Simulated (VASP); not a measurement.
# Al2Ru (Fddd) in VASP: notebook

Runs on Al2Ru. Level: PBEsol. Tasks: single point, relaxation of cell and atoms.

Everything below comes from runs of VASP 6.6.1. Logs are shortened: lines on timing, memory, paths and dates and some standing lists are left out, and cuts for length are marked.

## Step 1: The cell of the first run

It takes space group Fddd (No. 70, orthorhombic). Conventional cell: a = 4.556 Å, b = 8.563 Å, c = 9.004 Å, α = 90.00°, β = 90.00°, γ = 90.00°. Al (site symmetry 2) has 9 Al at 2.47 to 3.31 Å and 5 Ru at 2.59 to 3.15 Å within 3.4 Å. Ru (site symmetry 222) has 10 Al at 2.59 to 3.15 Å and 4 Ru at 3.31 Å within 3.4 Å.

## Step 2: Single point, PBEsol

File INCAR:

```
SYSTEM = Al2Ru
PREC = Accurate
ENCUT = 520
EDIFF = 1E-7
ISMEAR = 0
SIGMA = 0.01
LREAL = .False.
LASPH = .True.
NELM = 60
ALGO = Normal
ISIF = 2
LWAVE = .False.
LCHARG = .False.
GGA = PS
NBANDS = 29
```

File KPOINTS:

```
regular mesh
0
Gamma
  1 1 1
  0 0 0
```

File POSCAR:

```
Al2Ru
1.0
    0.0000000000      4.5020061013      4.2815384457
    2.2781182532      0.0000000000      4.2815384457
    2.2781182532      4.5020061013      0.0000000000
Al Ru
4 2
Direct
    0.0996237370      0.4003762630      0.0996237370
    0.4003762630      0.0996237370      0.4003762630
    0.1503762630      0.8496237370      0.1503762630
    0.8496237370      0.1503762630      0.8496237370
    0.7500000000      0.7500000000      0.7500000000
    0.5000000000      0.5000000000      0.5000000000
```

Potentials or basis: VASP PAW PBE potentials, release 64 (Al, Ru_pv).

Launch:

```bash
$ cat potpaw_PBE.64/Al/POTCAR potpaw_PBE.64/Ru_pv/POTCAR > POTCAR
$ mpirun -np 1 vasp_gam > vasp.out
```

OUTCAR:

```text
SYSTEM = Al2Ru
   PREC = Accurate
   ENCUT = 520
   EDIFF = 1E-7
   ISMEAR = 0
   LREAL = .False.
   LASPH = .True.
   NELM = 60
   ISIF = 2
   GGA = PS

 ion  position               nearest neighbor table
   1  0.100  0.400  0.100-   3 2.47   3 2.47   6 2.59   6 2.59   5 2.65   5 2.65   2 2.71   2 2.90
                             2 2.90   5 3.15   4 3.31   4 3.31   4 3.31   4 3.31
   2  0.400  0.100  0.400-   4 2.47   4 2.47   6 2.59   6 2.59   5 2.65   5 2.65   1 2.71   1 2.90
                             1 2.90   5 3.15   3 3.31   3 3.31   3 3.31   3 3.31
   3  0.150  0.850  0.150-   1 2.47   1 2.47   5 2.59   5 2.59   6 2.65   6 2.65   4 2.71   4 2.90
                             4 2.90   6 3.15   2 3.31   2 3.31   2 3.31   2 3.31
   4  0.850  0.150  0.850-   2 2.47   2 2.47   5 2.59   5 2.59   6 2.65   6 2.65   3 2.71   3 2.90
                             3 2.90   6 3.15   1 3.31   1 3.31   1 3.31   1 3.31
   5  0.750  0.750  0.750-   4 2.59   3 2.59   4 2.59   3 2.59   2 2.65   2 2.65   1 2.65   1 2.65
                             1 3.15   2 3.15   6 3.31   6 3.31   6 3.31   6 3.31
   6  0.500  0.500  0.500-   1 2.59   2 2.59   1 2.59   2 2.59   3 2.65   3 2.65   4 2.65   4 2.65
                             3 3.15   4 3.15   5 3.31   5 3.31   5 3.31   5 3.31

  LATTYP: Found a face centered orthorhombic cell.
 ALAT       =     4.5562365064
 B/A-ratio  =     1.8794188755
 C/A-ratio  =     1.9761950878

  Lattice vectors:

 A1 = (   0.0000000000,   4.5020061013,   4.2815384457)
 A2 = (  -2.2781182532,   4.5020061013,   0.0000000000)
 A3 = (  -2.2781182532,   0.0000000000,   4.2815384457)

Analysis of symmetry for initial positions (statically):
=====================================================================
 Subroutine PRICEL returns:
 Original cell was already a primitive cell.

 Routine SETGRP: Setting up the symmetry group for a
 face centered orthorhombic supercell.

 Subroutine GETGRP returns: Found  8 space group operations
 (whereof  4 operations were pure point group operations)
 out of a pool of  8 trial point group operations.

The static configuration has the point symmetry D_2 .
 The point group associated with its full space group is D_2h.

Analysis of symmetry for dynamics (positions and initial velocities):
=====================================================================
 Subroutine PRICEL returns:
 Original cell was already a primitive cell.

 Routine SETGRP: Setting up the symmetry group for a
 face centered orthorhombic supercell.

 Subroutine GETGRP returns: Found  8 space group operations
 (whereof  4 operations were pure point group operations)
 out of a pool of  8 trial point group operations.

The dynamic configuration has the point symmetry D_2 .
 The point group associated with its full space group is D_2h.

[... 89 lines left out ...]
   ISYM   =      2    0-nonsym 1-usesym 2-fastsym
   POTIM  = 0.5000    time-step for ionic-motion
   TEBEG  =    0.0;   TEEND  =   0.0 temperature during run
   PSTRESS=    0.0 pullay stress
   NELECT =      40.0000    total number of electrons
   NUPDOWN=      -1.0000    fix difference up-down
   EMIN   =  10.00;   EMAX   =-10.00  energy-range for DOS
   EFERMI =   0.00;   METHOD = LEGACY
   ISMEAR =     0;   SIGMA  =   0.01  broadening in eV -4-tet -1-fermi 0-gaus
   EFERMI_NEDOS =   21; number of points for ismear=-14 and -15
   IALGO  =     38    algorithm
   IMIX   =      4    mixing-type and parameters
     AMIX     =   0.40;   BMIX     =  1.00
     AMIX_MAG =   1.60;   BMIX_MAG =  1.00
  volume/ion in A,a.u.               =      14.64        98.78
  Fermi-wavevector in a.u.,A,eV,Ry     =   1.259575  2.380252 21.586047  1.586530
  Thomas-Fermi vector in A             =   2.393128
   LORBIT       =      0    0 simple, 1 ext, 2 COOP (PROOUT), +10 PAW based schemes
   GGA     = PS    functional components
   LHFCALC =     F    Hartree Fock is set to
   AEXX    =    0.0000 exact exchange contribution
   IVDW    =     0    specifies the selected vdW correction
   LEPSILON=     F    determine dielectric tensor
   LRPA    =     F    only Hartree local field effects (RPA)
 non-spin polarized calculation
 Gauss-broadening in eV      SIGMA  =   0.01
  energy-cutoff  :      520.00
  volume of cell :       87.82
 maximum number of plane-waves:      1178
 NGX is ok and might be reduce to    48
   NGX = 23   NGY = 19   NGZ = 19

 number of electron      39.9999997 magnetization

 Free energy of the ion-electron system (eV)
  ---------------------------------------------------
  ext. energy  EPLUGINS =         0.00000000
  ---------------------------------------------------
  free energy    TOTEN  =       -34.86192243 eV

  energy without entropy =      -34.86192243  energy(sigma->0) =      -34.86192243

 E-fermi :   9.7804     XC(G=0): -11.6832

 val. band max:        9.6372967031   @ k =   0.0000   0.0000   0.0000
 cond. band min:      10.8026229771   @ k =   0.0000   0.0000   0.0000
 fundamental gap:      1.1653262740
 Fermi energy:         9.7804127665

 k-point     1 :       0.0000    0.0000    0.0000
  band No.  band energies     occupation
      1     -33.6833      2.00000
      2     -33.6781      2.00000
      3     -33.3357      2.00000
      4     -33.2961      2.00000
      5     -33.2827      2.00000
      6     -33.2491      2.00000
[... 21 lines left out ...]
     28      13.6962      0.00000
     29      13.9961      0.00000

------------------------ aborting loop because EDIFF is reached ----------------------------------------

  FORCE on cell =-STRESS in cart. coord.  units (eV):
  Direction    XX          YY          ZZ          XY          YZ          ZX
  --------------------------------------------------------------------------------------
  -------------------------------------------------------------------------------------
  Total        0.0644845      0.0539542      0.0909715      0.0000000      0.0000000      0.0000000
  in kB        1.1763962      0.9842918      1.6596003      0.0000000      0.0000000      0.0000000
  external PRESSURE =       1.2734295 kB  Pullay stress =       0.0000000 kB

 VOLUME and BASIS-vectors are now :
 -----------------------------------------------------------------------------
  energy-cutoff  :      520.00
  volume of cell :       87.82
      direct lattice vectors                 reciprocal lattice vectors
     0.000000000  4.502006101  4.281538446    -0.219479388  0.111061600  0.116780453
     2.278118253  0.000000000  4.281538446     0.219479388 -0.111061600  0.116780453
     2.278118253  4.502006101  0.000000000     0.219479388  0.111061600 -0.116780453

 POSITION                                       TOTAL-FORCE (eV/Angst)
 -----------------------------------------------------------------------------------
      1.13906      0.89701      2.14077         0.000000     -0.009309      0.000000
      1.13906      3.60499      2.14077         0.000000      0.009309      0.000000
      2.27812      1.35399      4.28154         0.000000      0.009309     -0.000000
      2.27812      7.65002      4.28154         0.000000     -0.009309     -0.000000
      3.41718      6.75301      6.42231         0.000000     -0.000000      0.000000
      2.27812      4.50201      4.28154        -0.000000     -0.000000     -0.000000
 -----------------------------------------------------------------------------------
    total drift:                               -0.000000     -0.000000      0.000000

  FREE ENERGIE OF THE ION-ELECTRON SYSTEM (eV)
  ---------------------------------------------------
  free  energy   TOTEN  =       -34.8619224261 eV

  energy  without entropy=      -34.8619224261  energy(sigma->0) =      -34.86192243
```

OSZICAR:

```text
N       E                     dE             d eps       ncg     rms          rms(c)
DAV:   1     0.427384779084E+03    0.42738E+03   -0.23925E+04    58   0.136E+03
DAV:   2    -0.190292200856E+02   -0.44641E+03   -0.42686E+03    63   0.383E+02
DAV:   3    -0.382070998704E+02   -0.19178E+02   -0.18860E+02    66   0.774E+01
DAV:   4    -0.383945359837E+02   -0.18744E+00   -0.18705E+00    76   0.833E+00
DAV:   5    -0.383972517346E+02   -0.27158E-02   -0.27147E-02    76   0.100E+00    0.211E+01
DAV:   6    -0.369584432605E+02    0.14388E+01   -0.37392E+01    58   0.370E+01    0.106E+01
DAV:   7    -0.350101415848E+02    0.19483E+01   -0.55360E+00    58   0.195E+01    0.329E+00
DAV:   8    -0.348821831815E+02    0.12796E+00   -0.19435E-01    76   0.272E+00    0.115E+00
DAV:   9    -0.348622198373E+02    0.19963E-01   -0.31185E-02    79   0.877E-01    0.438E-01
DAV:  10    -0.348620520070E+02    0.16783E-03   -0.25891E-03    76   0.373E-01    0.109E-01
DAV:  11    -0.348619250640E+02    0.12694E-03   -0.53968E-04    76   0.167E-01    0.221E-02
DAV:  12    -0.348619233560E+02    0.17080E-05   -0.23086E-05    84   0.293E-02    0.115E-02
DAV:  13    -0.348619227528E+02    0.60322E-06   -0.95183E-07    76   0.630E-03    0.487E-03
DAV:  14    -0.348619224823E+02    0.27048E-06   -0.15781E-07    44   0.315E-03    0.296E-03
DAV:  15    -0.348619224261E+02    0.56147E-07   -0.14017E-08    44   0.957E-04
   1 F= -.34861922E+02 E0= -.34861922E+02  d E =-.628532E-91
```

Run time: 22 s. Hardware: 1 thread of Intel Xeon 8259CL, shared host; peak memory 0.22 GiB.

Results:

- Free energy: -34.8619 eV
- Pressure: 0.1 GPa
- Largest force: 0.009 eV/Å

Forces on the atoms (eV/Å):
```
Al   0.000 -0.009  0.000
Al   0.000  0.009  0.000
Al   0.000  0.009  0.000
Al   0.000 -0.009  0.000
Ru   0.000  0.000  0.000
Ru   0.000  0.000  0.000
```

Levels at points of the mesh, in eV from the Fermi level:
```tsv
k point	band 17	band 18	band 19	band 20	band 21	band 22	band 23	band 24
(0.00, 0.00, 0.00)	-2.30	-2.03	-1.41	-0.14	1.02	1.95	2.10	2.17
```

Caveat: the k points lie up to 1.71 Å⁻¹ apart, too coarse for converged energies, forces and pressures; the PAW data sets were made with another functional, which shifts forces and pressure a little.

## Step 3: Relaxation of cell and atoms, PBEsol

This run uses another cell than the first one, of 13.74 Å³/atom.

File INCAR:

```
  ALGO = Normal
  EDIFF = 1E-7
  EDIFFG = -0.01
  ENCUT = 600
  GGA = PS
  IBRION = 2
  ISIF = 3
  ISMEAR = 0
  LASPH = True
  LCHARG = False
  LREAL = False
  LWAVE = False
  NELM = 60
  NSW = 80
  PREC = Accurate
  SIGMA = 0.01
```

File KPOINTS:

```
k-points
0
Gamma
  1 1 1
```

File POSCAR:

```
Al2Ru
1.0
    0.0000000000      3.9898374997      4.3915250777
    2.3524746913      0.0000000000      4.3915250777
    2.3524746913      3.9898374997      0.0000000000
Al Ru
4 2
Direct
    0.0790610300      0.4209389700      0.0790610300
    0.4209389700      0.0790610300      0.4209389700
    0.1709389700      0.8290610300      0.1709389700
    0.8290610300      0.1709389700      0.8290610300
    0.7500000000      0.7500000000      0.7500000000
    0.5000000000      0.5000000000      0.5000000000
```

Potentials or basis: VASP PAW PBE potentials, release 64 (Al, Ru_pv).

Launch:

```bash
$ cat potpaw_PBE.64/Al/POTCAR potpaw_PBE.64/Ru_pv/POTCAR > POTCAR
$ mpirun -np 1 vasp_gam > vasp.out
```

It took 5.9 min on 1 thread of Intel Xeon 8259CL, shared host; peak memory 0.25 GiB.

Results (log left out):

```
Free energy                           : -34.8601 eV
Relaxed volume                        : 14.63 Å³/atom
Relaxed cell                          : a = 6.210 Å, b = 4.852 Å, c = 5.041 Å, α = 77.74°, β = 49.77°, γ = 52.49°
Space group after relaxing (to 0.1 Å) : Fddd (No. 70)
Energy gained by relaxing             : 100.0 meV/atom
Ionic steps                           : 21
Pressure after relaxing               : 0.1 GPa
Largest force after relaxing          : 0.004 eV/Å
```

Forces on the atoms (eV/Å):
```
Al   0.000  0.004  0.000
Al   0.000 -0.004  0.000
Al   0.000 -0.004  0.000
Al   0.000  0.004  0.000
Ru   0.000  0.000  0.000
Ru   0.000  0.000  0.000
```

Step by step:
```
step  energy change (eV)  largest force (eV/Å)  pressure (GPa)  volume (Å³)
   1              0.0000                0.5114            1.91        82.44
   2             -0.3582                0.8480            2.32        84.10
   3             -0.3749                0.7655            1.85        83.82
   4             -0.4768                0.5195           -1.81        85.99
   5             -0.5014                0.3451           -4.14        87.65
   6             -0.5581                0.1565           -1.86        86.92
   7             -0.5800                0.0644            0.77        86.16
   8             -0.5891                0.0145            0.74        86.45
   9             -0.5952                0.1006            0.71        87.13
  10             -0.5957                0.0778            0.70        86.99
  11             -0.5977                0.0831           -0.37        87.68
  12             -0.5978                0.0828           -0.32        87.64
  13             -0.5988                0.0435           -0.17        87.62
  14             -0.5991                0.0106           -0.04        87.60
  15             -0.5994                0.0024            0.16        87.55
  16             -0.5994                0.0008            0.20        87.55
  17             -0.5996                0.0091            0.01        87.71
  18             -0.5996                0.0118           -0.05        87.76
  19             -0.5997                0.0127           -0.05        87.81
  20             -0.5997                0.0129           -0.05        87.82
  21             -0.5998                0.0041            0.06        87.78
```

Final structure:
```cif
data_structure
_symmetry_space_group_name_H-M 'P 1'
_symmetry_Int_Tables_number 1
_cell_length_a 6.2102
_cell_length_b 4.8515
_cell_length_c 5.0414
_cell_angle_alpha 77.741
_cell_angle_beta 49.765
_cell_angle_gamma 52.493
_cell_volume 87.78
loop_
_atom_site_label
_atom_site_type_symbol
_atom_site_fract_x
_atom_site_fract_y
_atom_site_fract_z
_atom_site_occupancy
Al1 Al 0.09933 0.40067 0.09933 1
Al2 Al 0.40067 0.09933 0.40067 1
Al3 Al 0.15067 0.84933 0.15067 1
Al4 Al 0.84933 0.15067 0.84933 1
Ru1 Ru 0.75000 0.75000 0.75000 1
Ru2 Ru 0.50000 0.50000 0.50000 1
```

Levels at points of the mesh, in eV from the Fermi level:
| k point | band 17 | band 18 | band 19 | band 20 | band 21 | band 22 | band 23 | band 24 |
| --- | --- | --- | --- | --- | --- | --- | --- | --- |
| (0.00, 0.00, 0.00) | -2.28 | -2.00 | -1.38 | -0.11 | 1.06 | 1.98 | 2.13 | 2.19 |

Caveat: the k points lie up to 1.71 Å⁻¹ apart in the final cell, too coarse for converged energies, forces and pressures; the PAW data sets were made with another functional, which shifts forces and pressure a little.

(Part 1 of 2 ends here.)
